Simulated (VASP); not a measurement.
# W (I4/mmm) in VASP: notebook

W is run at these levels: LDA; tasks: single point.

Everything below comes from runs of VASP 6.6.1. Logs are shortened: lines on timing, memory, paths and dates and some standing lists are left out, and cuts for length are marked.

## Step 1: The cell of the first run

The structure is tetragonal, space group I4/mmm (No. 139). Conventional cell: a = 2.686 Å, b = 2.686 Å, c = 3.999 Å, α = 90.00°, β = 90.00°, γ = 90.00°. Within 3.5 Å of W (site symmetry 4/mmm) lie 12 W at 2.69 to 2.76 Å.

## Step 2: Single point, LDA (14.42 Å³/atom)

File INCAR:

```
SYSTEM = W
ALGO = Fast
EDIFF = 1E-6
ENCUT = 520
ISIF = 2
ISMEAR = 0
LASPH = .TRUE.
LCHARG = .FALSE.
LREAL = .FALSE.
LWAVE = .FALSE.
NBANDS = 13
NELM = 60
PREC = Accurate
SIGMA = 0.15
```

File KPOINTS:

```
k-points
0
G
  22 22 22
  0 0 0
```

File POSCAR:

```
W
1.0
    0.0000000000      1.8991528104      1.9994280788
    1.8991528104      0.0000000000      1.9994280788
    1.8991528104      1.8991528104      0.0000000000
W
1
Direct
    0.0000000000      0.0000000000      0.0000000000
```

Potentials or basis: VASP PAW LDA potentials, release 64 (W_sv).

Launch:

```sh
> cat potpaw_LDA.64/W_sv/POTCAR > POTCAR
> mpirun -np 1 vasp_std > vasp.out
```

OUTCAR:

```text
SYSTEM = W
   EDIFF = 1E-6
   ENCUT = 520
   ISIF = 2
   ISMEAR = 0
   LASPH = .TRUE.
   LREAL = .FALSE.
   NELM = 60
   PREC = Accurate

 ion  position               nearest neighbor table
   1  0.000  0.000  0.000-

  LATTYP: Found a body centered tetragonal cell.
 ALAT       =     2.6858076615
 C/A-ratio  =     1.4888840385

  Lattice vectors:

 A1 = (  -1.8991528104,   0.0000000000,   1.9994280788)
 A2 = (   1.8991528104,   0.0000000000,   1.9994280788)
 A3 = (   0.0000000000,   1.8991528104,  -1.9994280788)

Analysis of symmetry for initial positions (statically):
=====================================================================
 Subroutine PRICEL returns:
 Original cell was already a primitive cell.

 Routine SETGRP: Setting up the symmetry group for a
 body centered tetragonal supercell.

 Subroutine GETGRP returns: Found 16 space group operations
 (whereof 16 operations were pure point group operations)
 out of a pool of 16 trial point group operations.

The static configuration has the point symmetry D_4h.

Analysis of symmetry for dynamics (positions and initial velocities):
=====================================================================
 Subroutine PRICEL returns:
 Original cell was already a primitive cell.

 Routine SETGRP: Setting up the symmetry group for a
 body centered tetragonal supercell.

 Subroutine GETGRP returns: Found 16 space group operations
 (whereof 16 operations were pure point group operations)
 out of a pool of 16 trial point group operations.

The dynamic configuration has the point symmetry D_4h.

 Subroutine INISYM returns: Found 16 space group operations
 (whereof 16 operations are pure point group operations),
 and found     1 'primitive' translations

----------------------------------------------------------------------------------------

                                     Primitive cell

  volume of cell :      14.4230

  direct lattice vectors                    reciprocal lattice vectors
     0.000000000  1.899152810  1.999428079    -0.263275286  0.263275286  0.250071511
     1.899152810  0.000000000  1.999428079     0.263275286 -0.263275286  0.250071511
     1.899152810  1.899152810  0.000000000     0.263275286  0.263275286 -0.250071511

  length of vectors
[... 86 lines left out ...]
   ISIF   =      2    stress and relaxation
   ISYM   =      2    0-nonsym 1-usesym 2-fastsym
   POTIM  = 0.5000    time-step for ionic-motion
   TEBEG  =    0.0;   TEEND  =   0.0 temperature during run
   PSTRESS=    0.0 pullay stress
   NELECT =      14.0000    total number of electrons
   NUPDOWN=      -1.0000    fix difference up-down
   EMIN   =  10.00;   EMAX   =-10.00  energy-range for DOS
   EFERMI =   0.00;   METHOD = LEGACY
   ISMEAR =     0;   SIGMA  =   0.15  broadening in eV -4-tet -1-fermi 0-gaus
   EFERMI_NEDOS =   21; number of points for ismear=-14 and -15
   IALGO  =     68    algorithm
   IMIX   =      4    mixing-type and parameters
     AMIX     =   0.40;   BMIX     =  1.00
     AMIX_MAG =   1.60;   BMIX_MAG =  1.00
  volume/ion in A,a.u.               =      14.42        97.33
  Fermi-wavevector in a.u.,A,eV,Ry     =   1.620935  3.063123 35.748366  2.627431
  Thomas-Fermi vector in A             =   2.714793
   LORBIT       =      0    0 simple, 1 ext, 2 COOP (PROOUT), +10 PAW based schemes
   GGA     = CA    functional components
   LHFCALC =     F    Hartree Fock is set to
   AEXX    =    0.0000 exact exchange contribution
   IVDW    =     0    specifies the selected vdW correction
   LEPSILON=     F    determine dielectric tensor
   LRPA    =     F    only Hartree local field effects (RPA)
 non-spin polarized calculation
 RMM-DIIS sequential band-by-band and
 Gauss-broadening in eV      SIGMA  =   0.15
  energy-cutoff  :      520.00
  volume of cell :       14.42
 maximum number of plane-waves:       400
 NGX is ok and might be reduce to    24
   NGX = 11   NGY = 11   NGZ =  9

 number of electron      14.0000002 magnetization

 Free energy of the ion-electron system (eV)
  ---------------------------------------------------
  ext. energy  EPLUGINS =         0.00000000
  ---------------------------------------------------
  free energy    TOTEN  =       -13.50937488 eV

  energy without entropy =      -13.49753762  energy(sigma->0) =      -13.50345625

 E-fermi :  12.3101     XC(G=0): -14.3543

 val. band max:       12.3068944590   @ k =   0.1364   0.0909   0.0000
 cond. band min:      12.3120172256   @ k =  -0.4545   0.3636   0.0455
 fundamental gap:      0.0051227665
 Fermi energy:        12.3101037155

 k-point     1 :       0.0000    0.0000    0.0000
  band No.  band energies     occupation
      1     -60.7836      2.00000
      2     -24.4836      2.00000
      3     -24.4182      2.00000
      4     -24.4182      2.00000
      5       2.7001      2.00000
      6      10.9593      2.00000
      7      11.7518      2.00000
      8      11.7518      2.00000
      9      14.5204      0.00000
     10      15.7796      0.00000
     11      25.2833      0.00000
     12      29.8221      0.00000
     13      31.7296      0.00000
[... 354 lines left out ...]
  band No.  band energies     occupation
      1     -60.5875      2.00000
      2     -26.2049      2.00000
      3     -24.7834      2.00000
      4     -24.5897      2.00000
      5       6.0288      2.00000
      6      10.6763      2.00000
      7      11.6935      2.00000
      8      13.2489      0.00000
      9      17.7446      0.00000
     10      18.6980      0.00000
     11      24.3918      0.00000
     12      25.5012      0.00000
     13      32.1508      0.00000

 [... further k-points ...]

------------------------ aborting loop because EDIFF is reached ----------------------------------------

  FORCE on cell =-STRESS in cart. coord.  units (eV):
  Direction    XX          YY          ZZ          XY          YZ          ZX
  --------------------------------------------------------------------------------------
  -------------------------------------------------------------------------------------
  Total        2.6812118      2.6812118      3.6953125      0.0000000      0.0000000     -0.0000000
  in kB      297.8421163    297.8421163    410.4933777      0.0000000      0.0000000     -0.0000000
  external PRESSURE =     335.3925368 kB  Pullay stress =       0.0000000 kB

 VOLUME and BASIS-vectors are now :
 -----------------------------------------------------------------------------
  energy-cutoff  :      520.00
  volume of cell :       14.42
      direct lattice vectors                 reciprocal lattice vectors
     0.000000000  1.899152810  1.999428079    -0.263275286  0.263275286  0.250071511
     1.899152810  0.000000000  1.999428079     0.263275286 -0.263275286  0.250071511
     1.899152810  1.899152810  0.000000000     0.263275286  0.263275286 -0.250071511

 POSITION                                       TOTAL-FORCE (eV/Angst)
 -----------------------------------------------------------------------------------
      0.00000      0.00000      0.00000         0.000000      0.000000      0.000000
 -----------------------------------------------------------------------------------
    total drift:                               -0.000000      0.000000     -0.000000

  FREE ENERGIE OF THE ION-ELECTRON SYSTEM (eV)
  ---------------------------------------------------
  free  energy   TOTEN  =       -13.5093748836 eV

  energy  without entropy=      -13.4975376210  energy(sigma->0) =      -13.50345625
```

OSZICAR:

```text
N       E                     dE             d eps       ncg     rms          rms(c)
DAV:   1     0.825727060102E+02    0.82573E+02   -0.74754E+03 21837   0.124E+03
DAV:   2    -0.124997361522E+02   -0.95072E+02   -0.91478E+02 24054   0.318E+02
DAV:   3    -0.140645656505E+02   -0.15648E+01   -0.15579E+01 23964   0.393E+01
DAV:   4    -0.140702149594E+02   -0.56493E-02   -0.56491E-02 24594   0.260E+00
DAV:   5    -0.140702564812E+02   -0.41522E-04   -0.41522E-04 24334   0.210E-01    0.244E+01
RMM:   6    -0.136378224341E+02    0.43243E+00   -0.28946E-01 23481   0.495E+00    0.108E+01
RMM:   7    -0.135131720750E+02    0.12465E+00   -0.21130E-01 23683   0.423E+00    0.401E-01
RMM:   8    -0.135093381343E+02    0.38339E-02   -0.85460E-03 26988   0.107E+00    0.139E-01
RMM:   9    -0.135093613009E+02   -0.23167E-04   -0.12463E-03 26651   0.437E-01    0.392E-02
RMM:  10    -0.135093764472E+02   -0.15146E-04   -0.13039E-04 29085   0.149E-01    0.131E-02
RMM:  11    -0.135093739121E+02    0.25351E-05   -0.45359E-05 27373   0.823E-02    0.758E-03
RMM:  12    -0.135093746917E+02   -0.77960E-06   -0.10206E-05 24372   0.396E-02    0.146E-03
RMM:  13    -0.135093748836E+02   -0.19185E-06   -0.22200E-06 19878   0.176E-02
   1 F= -.13509375E+02 E0= -.13503456E+02  d E =-.118373E-01
```

Run time: 2 min. Hardware: 1 thread of Intel Xeon 6975P-C (Granite Rapids), shared host; peak memory 0.25 GiB.

What came out:

```
Free energy            : -13.5094 eV
Pressure               : 33.5 GPa
Band gap on the k mesh : zero (bands 7 and 8 overlap by 4.97 eV)
```

Stress tensor (GPa, compression positive):
```
29.78  0.00  0.00
 0.00 29.78  0.00
 0.00  0.00 41.05
```

Caveat: the stress differs along the axes, from 30 to 41 GPa; spin-orbit coupling is left out, which moves the levels of the heavy elements.

## Step 3: Single point, LDA (14.67 Å³/atom)

This run uses another cell than the first one, of 14.67 Å³/atom.

File INCAR:

```
ALGO     = Fast           # electronic algorithm
EDIFF    = 1E-6           # SCF threshold, eV
ENCUT    = 520            # plane-wave cutoff, eV
ISIF     = 2              # what is computed and relaxed
ISMEAR   = 0              # smearing method
LASPH    = True           # aspherical terms in the spheres
LCHARG   = False          # write CHGCAR
LREAL    = False          # projectors in reciprocal space
LWAVE    = False          # write WAVECAR
NBANDS   = 13             # bands
NELM     = 80             # most SCF steps
PREC     = Accurate       # precision mode
SIGMA    = 0.15           # smearing width, eV
```

File KPOINTS:

```
k-points
0
Gamma
  22 22 22
```

File POSCAR:

```
W
1.0
    0.0000000000      1.9101063466      2.0109599617
    1.9101063466      0.0000000000      2.0109599617
    1.9101063466      1.9101063466      0.0000000000
W
1
Direct
    0.0000000000      0.0000000000      0.0000000000
```

Potentials or basis: VASP PAW LDA potentials, release 64 (W_sv).

Launch:

```sh
> cat potpaw_LDA.64/W_sv/POTCAR > POTCAR
> mpirun -np 1 vasp_std > vasp.out
```

OUTCAR:

```text
EDIFF = 1E-6
   ENCUT = 520
   ISIF = 2
   ISMEAR = 0
   LASPH = True
   LREAL = False
   NELM = 80
   PREC = Accurate

 ion  position               nearest neighbor table
   1  0.000  0.000  0.000-

  LATTYP: Found a body centered tetragonal cell.
 ALAT       =     2.7012983009
 C/A-ratio  =     1.4888840385

  Lattice vectors:

 A1 = (  -1.9101063466,   0.0000000000,   2.0109599617)
 A2 = (   1.9101063466,   0.0000000000,   2.0109599617)
 A3 = (   0.0000000000,   1.9101063466,  -2.0109599617)

Analysis of symmetry for initial positions (statically):
=====================================================================
 Subroutine PRICEL returns:
 Original cell was already a primitive cell.

 Routine SETGRP: Setting up the symmetry group for a
 body centered tetragonal supercell.

 Subroutine GETGRP returns: Found 16 space group operations
 (whereof 16 operations were pure point group operations)
 out of a pool of 16 trial point group operations.

The static configuration has the point symmetry D_4h.

Analysis of symmetry for dynamics (positions and initial velocities):
[... 170 lines left out ...]
      3     -24.7417      2.00000
      4     -24.7417      2.00000
      5       2.5189      2.00000
      6      10.7343      2.00000
      7      11.5120      2.00000
      8      11.5120      2.00000
      9      14.2126      0.00000
     10      15.4413      0.00000
     11      25.0068      0.00000
     12      29.4794      0.00000
     13      31.3469      0.00000
[... 354 lines left out ...]
  band No.  band energies     occupation
      1     -60.8888      2.00000
      2     -26.4327      2.00000
      3     -25.0892      2.00000
      4     -24.9044      2.00000
      5       5.8658      2.00000
      6      10.4610      2.00000
      7      11.4577      2.00000
      8      12.9125      0.00000
      9      17.3588      0.00000
     10      18.2883      0.00000
     11      23.9120      0.00000
     12      25.1269      0.00000
     13      31.6782      0.00000

 [... further k-points ...]

------------------------ aborting loop because EDIFF is reached ----------------------------------------

  FORCE on cell =-STRESS in cart. coord.  units (eV):
  Direction    XX          YY          ZZ          XY          YZ          ZX
  --------------------------------------------------------------------------------------
  -------------------------------------------------------------------------------------
  Total        2.0515578      2.0515578      3.0875535      0.0000000      0.0000000     -0.0000000
  in kB      223.9988721    223.9988721    337.1138254      0.0000000      0.0000000     -0.0000000
  external PRESSURE =     261.7038565 kB  Pullay stress =       0.0000000 kB

 VOLUME and BASIS-vectors are now :
 -----------------------------------------------------------------------------
  energy-cutoff  :      520.00
  volume of cell :       14.67
      direct lattice vectors                 reciprocal lattice vectors
     0.000000000  1.910106347  2.010959962    -0.261765530  0.261765530  0.248637471
     1.910106347  0.000000000  2.010959962     0.261765530 -0.261765530  0.248637471
     1.910106347  1.910106347  0.000000000     0.261765530  0.261765530 -0.248637471

 POSITION                                       TOTAL-FORCE (eV/Angst)
 -----------------------------------------------------------------------------------
      0.00000      0.00000      0.00000        -0.000000      0.000000      0.000000
 -----------------------------------------------------------------------------------
    total drift:                                0.000000      0.000000     -0.000000

  FREE ENERGIE OF THE ION-ELECTRON SYSTEM (eV)
  ---------------------------------------------------
  free  energy   TOTEN  =       -13.5562290649 eV

  energy  without entropy=      -13.5444497191  energy(sigma->0) =      -13.55033939
```

stdout:

```text
POSCAR found type information on POSCAR W
 POSCAR found :  1 types and       1 ions
 scaLAPACK will be used
 LDA part: xc-table for (Slater(with rela. corr.)+CA(PZ))
 , standard interpolation
 POSCAR, INCAR and KPOINTS ok, starting setup
 FFT: planning ... GRIDC
 FFT: planning ... GRID_SOFT
 FFT: planning ... GRID
 WAVECAR not read
 entering main loop
WARNING in EDDRMM: call to ZHEGV failed, returncode =   8  4     13
WARNING in EDDRMM: call to ZHEGV failed, returncode =   8  4     13
WARNING in EDDRMM: call to ZHEGV failed, returncode =   8  4     12
WARNING in EDDRMM: call to ZHEGV failed, returncode =   6  3     13
WARNING in EDDRMM: call to ZHEGV failed, returncode =   8  4     12
WARNING in EDDRMM: call to ZHEGV failed, returncode =   8  4     13
```

Wall time 1.8 min (1 thread of Intel Xeon 6975P-C (Granite Rapids), shared host); peak memory 0.25 GiB.

What came out:

| Quantity | Value |
| --- | --- |
| Free energy | -13.5562 eV |
| Pressure | 26.2 GPa |
| Band gap on the k mesh | zero (bands 7 and 8 overlap by 4.83 eV) |

Caveat: the stress differs along the axes, from 22 to 34 GPa; spin-orbit coupling is left out, which moves the levels of the heavy elements.
